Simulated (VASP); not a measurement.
Os, 1 atom in the cell. It takes space group Fm-3m (No. 225, cubic). The conventional cell has a = 3.864 Å, b = 3.864 Å, c = 3.864 Å, α = 90.00°, β = 90.00°, γ = 90.00°. Os (site symmetry m-3m) has 12 Os at 2.73 Å within 3.6 Å.  This cell differs from its parent crystal: volume scaled by 0.98.

* Program: VASP 6.6.1
* Task: single point
* Functional: PBE
* Potentials or basis: VASP PAW PBE potentials, release 64 (Os)
* Cutoff: 520 eV
* k mesh: 12 × 12 × 12
* Occupations: fermi-dirac, width 0.05 eV
* Spin: no spin polarisation
* Dipole correction: no
* Further INCAR settings: ALGO = Normal; EDIFF = 1e-07; NBANDS = 10

Potentials or basis: VASP PAW PBE potentials, release 64 (Os).

Launch:

```bash
$ cat potpaw_PBE.64/Os/POTCAR > POTCAR
$ mpirun -np 1 vasp_std > vasp.out
```

Hardware: 1 thread of AMD EPYC 7R13 (shared host).

Q: How long does it take, and how much memory?

A: It took 19 s on 1 thread of AMD EPYC 7R13, on a shared host, peak memory 0.1 GiB. Counts: scf iterations 12, k points 72.
